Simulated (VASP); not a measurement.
# ZnS (Cm) in VASP: single point with PBE

Aim: the single point of ZnS with PBE.

All numbers are computed with VASP 6.6.1; they aren't measurements. Logs are shortened: lines on timing, memory, paths and dates and some standing lists are left out, and cuts for length are marked.

### Step 1. The cell of the first run

It takes space group Cm (No. 8, monoclinic). Conventional cell: a = 6.601 Å, b = 3.811 Å, c = 6.234 Å, α = 90.00°, β = 90.00°, γ = 90.00°. Within 3.0 Å of Zn (site symmetry m) lie 4 S at 2.25 to 2.38 Å. Zn (site symmetry m) has 4 S at 2.29 to 2.39 Å within 3.0 Å. S (site symmetry m) has 4 Zn at 2.29 to 2.39 Å within 3.0 Å. S (site symmetry m) has 4 Zn at 2.25 to 2.38 Å within 3.0 Å.

### Step 2. Single point, PBE

The input, INCAR:

```
ALGO     = Normal         # electronic algorithm
EDIFF    = 1E-6           # SCF threshold, eV
ENCUT    = 520            # plane-wave cutoff, eV
GGA      = PE             # functional
ISIF     = 2              # what is computed and relaxed
ISMEAR   = -1             # smearing method
LASPH    = True           # aspherical terms in the spheres
LCHARG   = False          # write CHGCAR
LREAL    = False          # projectors in reciprocal space
LWAVE    = False          # write WAVECAR
NBANDS   = 26             # bands
NELM     = 60             # most SCF steps
PREC     = Accurate       # precision mode
SIGMA    = 0.02           # smearing width, eV
```

The input, KPOINTS:

```
k-points
0
Gamma
  12 12 6
```

The input, POSCAR:

```
ZnS
1.0
    3.8109987816      0.0000000000      0.0000000000
   -1.9054993908      3.3004217586      0.0000000000
    0.0000000000      0.0000000000      6.2340000000
Zn S
2 2
Direct
    0.3333333333      0.6666666667      0.0000000000
    0.6666666667      0.3333333333      0.5000000000
    0.3549397263      0.6774698632      0.3812728972
    0.6882730597      0.3441365298      0.8812728972
```

Potentials or basis: VASP PAW PBE potentials, release 64 (Zn, S).

Run with:

```bash
> cat potpaw_PBE.64/Zn/POTCAR potpaw_PBE.64/S/POTCAR > POTCAR
> mpirun -np 1 vasp_std > vasp.out
```

OUTCAR:

```text
EDIFF = 1E-6
   ENCUT = 520
   GGA = PE
   ISIF = 2
   ISMEAR = -1
   LASPH = True
   LREAL = False
   NELM = 60
   PREC = Accurate

 ion  position               nearest neighbor table
   1  0.333  0.667  0.000-   4 2.25   4 2.36   4 2.36   3 2.38
   2  0.667  0.333  0.500-   3 2.29   3 2.29   4 2.38   3 2.39
   3  0.355  0.677  0.381-   2 2.29   2 2.29   1 2.38   2 2.39
   4  0.688  0.344  0.881-   1 2.25   1 2.36   1 2.36   2 2.38

  LATTYP: Found a hexagonal cell.
 ALAT       =     3.8109987816
 C/A-ratio  =     1.6357916539

  Lattice vectors:

 A1 = (   3.8109987816,   0.0000000000,   0.0000000000)
 A2 = (  -1.9054993908,   3.3004217586,   0.0000000000)
 A3 = (   0.0000000000,   0.0000000000,   6.2340000000)

Analysis of symmetry for initial positions (statically):
=====================================================================
 Subroutine PRICEL returns:
 Original cell was already a primitive cell.

 Routine SETGRP: Setting up the symmetry group for a
 hexagonal supercell.

 Subroutine GETGRP returns: Found  2 space group operations
 (whereof  2 operations were pure point group operations)
 out of a pool of 24 trial point group operations.

The static configuration has the point symmetry C_1h.

Analysis of symmetry for dynamics (positions and initial velocities):
=====================================================================
 Subroutine PRICEL returns:
 Original cell was already a primitive cell.

 Routine SETGRP: Setting up the symmetry group for a
 hexagonal supercell.

 Subroutine GETGRP returns: Found  2 space group operations
 (whereof  2 operations were pure point group operations)
 out of a pool of 24 trial point group operations.

The dynamic configuration has the point symmetry C_1h.

 Subroutine INISYM returns: Found  2 space group operations
 (whereof  2 operations are pure point group operations),
 and found     1 'primitive' translations

----------------------------------------------------------------------------------------

                                     Primitive cell

  volume of cell :      78.4106

  direct lattice vectors                    reciprocal lattice vectors
     3.810998782  0.000000000  0.000000000     0.262398405  0.151495789  0.000000000
    -1.905499391  3.300421759  0.000000000     0.000000000  0.302991579  0.000000000
     0.000000000  0.000000000  6.234000000     0.000000000  0.000000000  0.160410651

[... 78 lines left out ...]
   PREC   = accura    normal or accurate (medium, high low for compatibility)
   ISTART =      0    job   : 0-new  1-cont  2-samecut
   ICHARG =      2    charge: 1-file 2-atom 10-const
   ISPIN  =      1    spin polarized calculation?
   LNONCOLLINEAR =      F non collinear calculations
   LSORBIT =      F    spin-orbit coupling
   LASPH  =      T    aspherical Exc in radial PAW
   ENCUT  =  520.0 eV  38.22 Ry    6.18 a.u.   7.09  7.09 11.59*2*pi/ulx,y,z
   NELM   =     60;   NELMIN=  2; NELMDL= -5     # of ELM steps
   EDIFF  = 0.1E-05   stopping-criterion for ELM
   LREAL  =      F    real-space projection
[... 7 lines left out ...]
   TEBEG  =    0.0;   TEEND  =   0.0 temperature during run
   PSTRESS=    0.0 pullay stress
   NELECT =      36.0000    total number of electrons
   NUPDOWN=      -1.0000    fix difference up-down
   EMIN   =  10.00;   EMAX   =-10.00  energy-range for DOS
   EFERMI =   0.00;   METHOD = LEGACY
   ISMEAR =    -1;   SIGMA  =   0.02  broadening in eV -4-tet -1-fermi 0-gaus
   EFERMI_NEDOS =   21; number of points for ismear=-14 and -15
   IALGO  =     38    algorithm
   IMIX   =      4    mixing-type and parameters
     AMIX     =   0.40;   BMIX     =  1.00
     AMIX_MAG =   1.60;   BMIX_MAG =  1.00
  volume/ion in A,a.u.               =      19.60       132.29
  Fermi-wavevector in a.u.,A,eV,Ry     =   1.262944  2.386617 21.701656  1.595027
  Thomas-Fermi vector in A             =   2.396326
   LORBIT       =      0    0 simple, 1 ext, 2 COOP (PROOUT), +10 PAW based schemes
   GGA     = PE    functional components
   LHFCALC =     F    Hartree Fock is set to
   AEXX    =    0.0000 exact exchange contribution
   IVDW    =     0    specifies the selected vdW correction
   LEPSILON=     F    determine dielectric tensor
   LRPA    =     F    only Hartree local field effects (RPA)
 non-spin polarized calculation
  energy-cutoff  :      520.00
  volume of cell :       78.41
 maximum number of plane-waves:      2133
   NGX = 15   NGY = 15   NGZ = 23

 number of electron      35.9999975 magnetization

 Free energy of the ion-electron system (eV)
  ---------------------------------------------------
  ext. energy  EPLUGINS =         0.00000000
  ---------------------------------------------------
  free energy    TOTEN  =       -13.63291225 eV

  energy without entropy =      -13.63291225  energy(sigma->0) =      -13.63291225

 E-fermi :   2.5461     XC(G=0):  -9.6521

 val. band max:        2.1878226713   @ k =   0.0000   0.0000   0.0000
 cond. band min:       4.4117264205   @ k =   0.0000   0.0000   0.0000
 fundamental gap:      2.2239037493
 Fermi energy:         2.5461081052

 k-point     1 :       0.0000    0.0000    0.0000
  band No.  band energies     occupation
      1     -11.0338      2.00000
      2     -10.1028      2.00000
      3      -4.2279      2.00000
      4      -4.2137      2.00000
      5      -4.1529      2.00000
      6      -4.1210      2.00000
[... 685 lines left out ...]
     25      11.0757      0.00000
     26      11.9006      0.00000

 [... further k-points ...]

------------------------ aborting loop because EDIFF is reached ----------------------------------------

  FORCE on cell =-STRESS in cart. coord.  units (eV):
  Direction    XX          YY          ZZ          XY          YZ          ZX
  --------------------------------------------------------------------------------------
  -------------------------------------------------------------------------------------
  Total        1.5469786      1.4841008      0.7938315      0.0544538      0.2727828      0.4724731
  in kB       31.6096608     30.3248689     16.2204852      1.1126624      5.5738140      9.6541178
  external PRESSURE =      26.0516716 kB  Pullay stress =       0.0000000 kB

 VOLUME and BASIS-vectors are now :
 -----------------------------------------------------------------------------
  energy-cutoff  :      520.00
  volume of cell :       78.41
      direct lattice vectors                 reciprocal lattice vectors
     3.810998782  0.000000000  0.000000000     0.262398405  0.151495789  0.000000000
    -1.905499391  3.300421759  0.000000000     0.000000000  0.302991579  0.000000000
     0.000000000  0.000000000  6.234000000     0.000000000  0.000000000  0.160410651

 POSITION                                       TOTAL-FORCE (eV/Angst)
 -----------------------------------------------------------------------------------
     -0.00000      2.20028      0.00000         0.456482      0.263550      0.252376
      1.90550      1.10014      3.11700         0.366993      0.211883      0.247480
      0.06176      2.23594      2.37686        -0.363902     -0.210099     -0.247826
      1.96726      1.13580      5.49386        -0.459572     -0.265334     -0.252029
 -----------------------------------------------------------------------------------
    total drift:                                0.000148      0.000085      0.000329

  FREE ENERGIE OF THE ION-ELECTRON SYSTEM (eV)
  ---------------------------------------------------
  free  energy   TOTEN  =       -13.6329122469 eV

  energy  without entropy=      -13.6329122469  energy(sigma->0) =      -13.63291225
```

OSZICAR:

```text
N       E                     dE             d eps       ncg     rms          rms(c)
DAV:   1     0.245499583652E+03    0.24550E+03   -0.17089E+04 12584   0.167E+03
DAV:   2     0.101459437084E+02   -0.23535E+03   -0.22496E+03 12980   0.351E+02
DAV:   3    -0.139031259139E+02   -0.24049E+02   -0.23813E+02 15058   0.112E+02
DAV:   4    -0.144875241227E+02   -0.58440E+00   -0.58311E+00 14830   0.175E+01
DAV:   5    -0.144965488021E+02   -0.90247E-02   -0.90219E-02 15286   0.215E+00    0.996E+00
DAV:   6    -0.136434852776E+02    0.85306E+00   -0.16571E+00 18992   0.374E+01    0.764E+00
DAV:   7    -0.136387151295E+02    0.47701E-02   -0.12466E+00 13350   0.658E+00    0.347E+00
DAV:   8    -0.136320955891E+02    0.66195E-02   -0.34897E-02 15734   0.174E+00    0.980E-01
DAV:   9    -0.136325507223E+02   -0.45513E-03   -0.92555E-03 17170   0.129E+00    0.231E-01
DAV:  10    -0.136326932410E+02   -0.14252E-03   -0.58806E-04 14662   0.336E-01    0.940E-02
DAV:  11    -0.136329088385E+02   -0.21560E-03   -0.33112E-04 12984   0.125E-01    0.528E-02
DAV:  12    -0.136329088948E+02   -0.56219E-07   -0.15770E-05 15722   0.454E-02    0.102E-02
DAV:  13    -0.136329121805E+02   -0.32857E-05   -0.56771E-06 12974   0.183E-02    0.246E-03
DAV:  14    -0.136329122469E+02   -0.66484E-07   -0.46705E-07 10414   0.150E-02
   1 F= -.13632912E+02 E0= -.13632912E+02  d E =-.266124E-10
```

Wall time 6.3 min (1 thread of Oxide Virtual Turin-like, shared host); peak memory 0.45 GiB.

What came out:

```
Free energy            : -13.6329 eV
Pressure               : 2.6 GPa
Largest force          : 0.587 eV/Å
Band gap on the k mesh : 2.22 eV
```

Forces in eV/Å, atoms in the order of the input:
```
Zn   0.456  0.264  0.252
Zn   0.367  0.212  0.247
S   -0.364 -0.210 -0.248
S   -0.460 -0.265 -0.252
```

Stress tensor (GPa, compression positive):
```
3.16 0.11 0.97
0.11 3.03 0.56
0.97 0.56 1.62
```

Caveat: the cell differs from its parent crystal (all S atoms moved -0.075 Å, as atom 3 towards its neighbour atom 2 (Zn) at 2.314 Å).
